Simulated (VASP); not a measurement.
# Cs3Sc2Br9 (P6_3/mmc) in VASP: settings compared

Cs3Sc2Br9 is run at these levels: PBE, r2SCAN; tasks: electric field gradients.

Everything below comes from runs of VASP 6.6.1. Logs are shortened: lines on timing, memory, paths and dates and some standing lists are left out, and cuts for length are marked.

**1. The cell of the first run**

It takes space group P6_3/mmc (No. 194, hexagonal). The conventional cell has a = 7.755 Å, b = 7.755 Å, c = 19.439 Å, α = 90.00°, β = 90.00°, γ = 120.00°. Within 5.1 Å of Cs (site symmetry 3m) lie 12 Br at 3.85 to 4.16 Å and 4 Sc at 4.48 to 4.75 Å. Within 5.1 Å of Cs (site symmetry -6m2) lie 12 Br at 3.88 to 3.89 Å and 6 Sc at 4.84 Å. Within 3.4 Å of Sc (site symmetry 3m) lie 6 Br at 2.56 to 2.78 Å. Within 3.4 Å of Br (site symmetry m) lie 1 Sc at 2.56 Å. Within 3.9 Å of Br (site symmetry mm2) lie 2 Sc at 2.78 Å and 6 Br at 3.62 to 3.81 Å and 2 Cs at 3.88 Å.

**2. Electric field gradients, PBE**

Contents of INCAR:

```
PREC     = Accurate       # precision mode
ENCUT    = 520            # plane-wave cutoff, eV
EDIFF    = 1E-8           # SCF threshold, eV
ISMEAR   = -1             # smearing method
SIGMA    = 0.02           # smearing width, eV
LREAL    = Auto         
LASPH    = T              # aspherical terms in the spheres
NELM     = 100            # most SCF steps
ALGO     = Normal         # electronic algorithm
ISIF     = 2              # what is computed and relaxed
LWAVE    = F              # write WAVECAR
LCHARG   = F              # write CHGCAR
GGA      = PE             # functional
LEFG     = T            
NBANDS   = 132            # bands
LUSENCCL = F
```

Contents of KPOINTS:

```
regular mesh
0
Gamma
  4 4 2
```

Contents of POSCAR:

```
Cs3Sc2Br9
1.0
    7.7545791944      0.0000000000      0.0000000000
   -3.8772895972      6.7156625780      0.0000000000
    0.0000000000      0.0000000000     19.4394394995
Cs Sc Br
6 4 18
Direct
    0.6666666667      0.3333333333      0.5747769200
    0.3333333333      0.6666666667      0.4252230800
    0.3333333333      0.6666666667      0.0747769200
    0.6666666667      0.3333333333      0.9252230800
    0.0000000000      0.0000000000      0.7500000000
    0.0000000000      0.0000000000      0.2500000000
    0.6666666667      0.3333333333      0.1556993600
    0.3333333333      0.6666666667      0.8443006400
    0.3333333333      0.6666666667      0.6556993600
    0.6666666667      0.3333333333      0.3443006400
    0.3397459800      0.1698729900      0.0880813700
    0.6602540200      0.8301270100      0.9119186300
    0.8301270100      0.1698729900      0.0880813700
    0.6602540200      0.8301270100      0.5880813700
    0.1698729900      0.8301270100      0.9119186300
    0.3397459800      0.1698729900      0.4119186300
    0.8301270100      0.6602540200      0.0880813700
    0.1698729900      0.8301270100      0.5880813700
    0.1698729900      0.3397459800      0.9119186300
    0.8301270100      0.1698729900      0.4119186300
    0.1698729900      0.3397459800      0.5880813700
    0.8301270100      0.6602540200      0.4119186300
    0.0220491900      0.5110245950      0.7500000000
    0.9779508100      0.4889754050      0.2500000000
    0.4889754050      0.5110245950      0.7500000000
    0.5110245950      0.4889754050      0.2500000000
    0.4889754050      0.9779508100      0.7500000000
    0.5110245950      0.0220491900      0.2500000000
```

Potentials or basis: VASP PAW PBE potentials, release 64 (Cs_sv, Sc_sv, Br).

Run with:

```bash
> cat potpaw_PBE.64/Cs_sv/POTCAR potpaw_PBE.64/Sc_sv/POTCAR potpaw_PBE.64/Br/POTCAR > POTCAR
> mpirun -np 1 vasp_std > vasp.out
```

OUTCAR:

```text
PREC = Accurate
   ENCUT = 520
   EDIFF = 1E-8
   ISMEAR = -1
   LREAL = Auto
   LASPH = T
   NELM = 100
   ISIF = 2
   GGA = PE

 ion  position               nearest neighbor table
   1  0.667  0.333  0.575-
   2  0.333  0.667  0.425-
   3  0.333  0.667  0.075-
   4  0.667  0.333  0.925-
   5  0.000  0.000  0.750-
   6  0.000  0.000  0.250-
   7  0.667  0.333  0.156-  13 2.56  17 2.56  11 2.56  28 2.78  24 2.78  26 2.78
   8  0.333  0.667  0.844-  15 2.56  19 2.56  12 2.56  27 2.78  23 2.78  25 2.78
   9  0.333  0.667  0.656-  18 2.56  21 2.56  14 2.56  27 2.78  23 2.78  25 2.78
  10  0.667  0.333  0.344-  20 2.56  22 2.56  16 2.56  28 2.78  24 2.78  26 2.78
  11  0.340  0.170  0.088-   7 2.56
  12  0.660  0.830  0.912-   8 2.56
  13  0.830  0.170  0.088-   7 2.56
  14  0.660  0.830  0.588-   9 2.56
  15  0.170  0.830  0.912-   8 2.56
  16  0.340  0.170  0.412-  10 2.56
  17  0.830  0.660  0.088-   7 2.56
  18  0.170  0.830  0.588-   9 2.56
  19  0.170  0.340  0.912-   8 2.56
  20  0.830  0.170  0.412-  10 2.56
  21  0.170  0.340  0.588-   9 2.56
  22  0.830  0.660  0.412-  10 2.56
  23  0.022  0.511  0.750-   8 2.78   9 2.78
  24  0.978  0.489  0.250-   7 2.78  10 2.78
  25  0.489  0.511  0.750-   8 2.78   9 2.78
  26  0.511  0.489  0.250-   7 2.78  10 2.78
  27  0.489  0.978  0.750-   8 2.78   9 2.78
  28  0.511  0.022  0.250-   7 2.78  10 2.78

  LATTYP: Found a hexagonal cell.
 ALAT       =     7.7545791944
 C/A-ratio  =     2.5068335769

  Lattice vectors:

 A1 = (   7.7545791944,   0.0000000000,   0.0000000000)
 A2 = (  -3.8772895972,   6.7156625780,   0.0000000000)
 A3 = (   0.0000000000,   0.0000000000,  19.4394394995)

Analysis of symmetry for initial positions (statically):
=====================================================================
 Subroutine PRICEL returns:
 Original cell was already a primitive cell.

 Routine SETGRP: Setting up the symmetry group for a
[... 214 lines left out ...]
      1     -49.0917      2.00000
      2     -49.0917      2.00000
      3     -49.0893      2.00000
      4     -49.0893      2.00000
      5     -27.7380      2.00000
      6     -27.7380      2.00000
[... 1005 lines left out ...]
    123       3.3295      0.00000
    124       3.3295      0.00000
 [bands above 124 left out]

------------------------ aborting loop because EDIFF is reached ----------------------------------------

  FORCE on cell =-STRESS in cart. coord.  units (eV):
  Direction    XX          YY          ZZ          XY          YZ          ZX
  --------------------------------------------------------------------------------------
  -------------------------------------------------------------------------------------
  Total        4.4606659      4.4606659      4.4153320      0.0000000      0.0000000      0.0000000
  in kB        7.0595893      7.0595893      6.9878425      0.0000000      0.0000000      0.0000000
  external PRESSURE =       7.0356737 kB  Pullay stress =       0.0000000 kB

 VOLUME and BASIS-vectors are now :
 -----------------------------------------------------------------------------
  energy-cutoff  :      520.00
  volume of cell :     1012.35
      direct lattice vectors                 reciprocal lattice vectors
     7.754579194  0.000000000  0.000000000     0.128956063  0.074452817 -0.000000000
    -3.877289597  6.715662578  0.000000000     0.000000000  0.148905635  0.000000000
     0.000000000  0.000000000 19.439439500     0.000000000 -0.000000000  0.051441812

 POSITION                                       TOTAL-FORCE (eV/Angst)
 -----------------------------------------------------------------------------------
      3.87729      2.23855     11.17334        -0.000000      0.000000      0.000713
     -0.00000      4.47711      8.26610        -0.000000      0.000000     -0.000713
     -0.00000      4.47711      1.45362        -0.000000      0.000000      0.000713
      3.87729      2.23855     17.98582        -0.000000      0.000000     -0.000713
      0.00000      0.00000     14.57958        -0.000000      0.000000     -0.000000
      0.00000      0.00000      4.85986        -0.000000      0.000000     -0.000000
[... 20 lines left out ...]
     -0.00000      6.56759     14.57958         0.000000      0.048449     -0.000000
      3.87729      0.14807      4.85986        -0.000000     -0.048449     -0.000000
 -----------------------------------------------------------------------------------
    total drift:                               -0.000002      0.000000      0.000000

  FREE ENERGIE OF THE ION-ELECTRON SYSTEM (eV)
  ---------------------------------------------------
  free  energy   TOTEN  =      -110.9779954169 eV

  energy  without entropy=     -110.9779954169  energy(sigma->0) =     -110.97799542

 Electric field gradients (V/A^2)
---------------------------------------------------------------------
 ion       V_xx      V_yy      V_zz      V_xy      V_xz      V_yz
---------------------------------------------------------------------
   1     -11.145   -11.146    22.291    -0.001    -0.000     0.000
   2     -11.145   -11.146    22.291    -0.001    -0.000     0.000
   3     -11.145   -11.146    22.291    -0.001     0.000    -0.000
   4     -11.145   -11.146    22.291    -0.001     0.000    -0.000
   5       5.884     5.883   -11.767    -0.001     0.000     0.000
   6       5.884     5.883   -11.767    -0.001    -0.000    -0.000
[... 20 lines left out ...]
  27    -119.765    83.279    36.486    -0.000    -0.000    -0.000
  28    -119.765    83.279    36.486    -0.000     0.000     0.000
---------------------------------------------------------------------

 Electric field gradients after diagonalization (V/A^2)
 (convention: |V_zz| > |V_xx| > |V_yy|)
----------------------------------------------------------------------
 ion       V_xx      V_yy      V_zz     asymmetry (V_yy - V_xx)/ V_zz
----------------------------------------------------------------------
   1     -11.147   -11.145    22.291       0.000
   2     -11.147   -11.145    22.291       0.000
   3     -11.147   -11.145    22.291       0.000
   4     -11.147   -11.145    22.291       0.000
   5       5.884     5.883   -11.767       0.000
   6       5.884     5.883   -11.767       0.000
[... 20 lines left out ...]
  27      83.279    36.486  -119.765       0.391
  28      83.279    36.486  -119.765       0.391
----------------------------------------------------------------------

           NMR quadrupolar parameters

 Cq : quadrupolar parameter    Cq=e*Q*V_zz/h
 eta: asymmetry parameters     (V_yy - V_xx)/ V_zz
 Q  : nuclear electric quadrupole moment in mb (millibarn)
----------------------------------------------------------------------
 ion       Cq(MHz)       eta       Q (mb)
----------------------------------------------------------------------
   1       0.054       0.000       1.000
   2       0.054       0.000       1.000
   3       0.054       0.000       1.000
   4       0.054       0.000       1.000
   5      -0.028       0.000       1.000
   6      -0.028       0.000       1.000
[... 20 lines left out ...]
  27      -0.290       0.391       1.000
  28      -0.290       0.391       1.000
----------------------------------------------------------------------
```

OSZICAR:

```text
N       E                     dE             d eps       ncg     rms          rms(c)
DAV:   1     0.268712028186E+04    0.26871E+04   -0.88843E+04  2256   0.146E+03
DAV:   2     0.288620599797E+03   -0.23985E+04   -0.23534E+04  2568   0.349E+02
DAV:   3    -0.960042374053E+02   -0.38462E+03   -0.36999E+03  3200   0.158E+02
[... 13 lines left out ...]
DAV:  17    -0.110977995119E+03    0.53976E-06   -0.17286E-06  3024   0.634E-03    0.317E-03
DAV:  18    -0.110977995343E+03   -0.22385E-06   -0.84751E-07  2820   0.257E-03    0.263E-03
DAV:  19    -0.110977995375E+03   -0.32250E-07   -0.43701E-07  3120   0.331E-03    0.128E-03
DAV:  20    -0.110977995417E+03   -0.41141E-07   -0.11716E-07  2476   0.119E-03    0.566E-04
DAV:  21    -0.110977995417E+03   -0.40109E-09   -0.73928E-09  1324   0.498E-04
   1 F= -.11097800E+03 E0= -.11097800E+03  d E =-.180086E-13
```

Run time: 3.6 min. Hardware: 1 × NVIDIA H100 80GB with 1 thread of AMD EPYC 7R13 (Zen 3), shared host; peak memory 2.1 GiB.

Results:

| Quantity | Value |
| --- | --- |
| Free energy | -110.9780 eV |
| Pressure | 0.7 GPa |
| Largest force | 0.048 eV/Å |
| Band gap on the k mesh | 2.95 eV |
| Largest electric field gradient by atom | Cs +22.3, -11.8 (each value once); Sc +5.3; Br +78.2, -119.8 (each value once) V/Å² |

Forces in eV/Å, atoms in the order of the input:
```
Cs   0.000  0.000  0.001
Cs   0.000  0.000 -0.001
Cs   0.000  0.000  0.001
Cs   0.000  0.000 -0.001
Cs   0.000  0.000  0.000
Cs   0.000  0.000  0.000
Sc   0.000  0.000  0.012
Sc   0.000  0.000 -0.012
Sc   0.000  0.000  0.012
Sc   0.000  0.000 -0.012
Br  -0.024 -0.014 -0.009
Br   0.024  0.014  0.009
Br   0.024 -0.014 -0.009
Br   0.024  0.014 -0.009
Br  -0.024  0.014  0.009
Br  -0.024 -0.014  0.009
Br   0.000  0.028 -0.009
Br  -0.024  0.014 -0.009
Br   0.000 -0.028  0.009
Br   0.024 -0.014  0.009
Br   0.000 -0.028 -0.009
Br   0.000  0.028  0.009
Br  -0.042 -0.024  0.000
Br   0.042  0.024  0.000
Br   0.042 -0.024  0.000
Br  -0.042  0.024  0.000
Br   0.000  0.048  0.000
Br   0.000 -0.048  0.000
```

Levels at points of the mesh, in eV from the valence-band top:
| k point | band 110 | band 111 | band 112 | band 113 | band 114 | band 115 |
| --- | --- | --- | --- | --- | --- | --- |
| (0.00, 0.00, 0.00) | -0.07 | -0.07 | 0.00 | 2.95 | 3.07 | 3.32 |
| (0.50, 0.00, 0.00) | -0.25 | -0.12 | -0.09 | 3.17 | 3.17 | 3.35 |
| (0.00, 0.00, 0.50) | -0.10 | -0.04 | -0.04 | 3.01 | 3.01 | 3.34 |
| (0.50, 0.00, 0.50) | -0.29 | -0.11 | -0.11 | 3.16 | 3.16 | 3.39 |

Electric field gradients, principal values (V/Å²):
```csv
atom,least,middle,greatest (by size)
1 Cs,-11.145,-11.147,22.291
2 Cs,-11.145,-11.147,22.291
3 Cs,-11.145,-11.147,22.291
4 Cs,-11.145,-11.147,22.291
5 Cs,5.883,5.884,-11.767
6 Cs,5.883,5.884,-11.767
7 Sc,-2.627,-2.629,5.256
8 Sc,-2.627,-2.629,5.256
9 Sc,-2.627,-2.629,5.256
10 Sc,-2.627,-2.629,5.256
11 Br,-38.100,-40.146,78.245
12 Br,-38.100,-40.146,78.245
13 Br,-38.099,-40.146,78.246
14 Br,-38.100,-40.146,78.245
15 Br,-38.099,-40.146,78.246
16 Br,-38.100,-40.146,78.245
17 Br,-38.100,-40.146,78.245
18 Br,-38.099,-40.146,78.246
19 Br,-38.100,-40.146,78.245
20 Br,-38.099,-40.146,78.246
21 Br,-38.100,-40.146,78.245
22 Br,-38.100,-40.146,78.245
23 Br,36.486,83.279,-119.765
24 Br,36.486,83.279,-119.765
25 Br,36.486,83.279,-119.765
26 Br,36.486,83.279,-119.765
27 Br,36.486,83.279,-119.765
28 Br,36.486,83.279,-119.765
```

Caveat: without QUAD_EFG the Cq values of the log hold for a quadrupole moment of 1 mb, not for the nuclei; spin-orbit coupling is left out, which moves the levels of the heavy elements. A k mesh can miss the band edges.

(Part 1 of 2 ends here.)
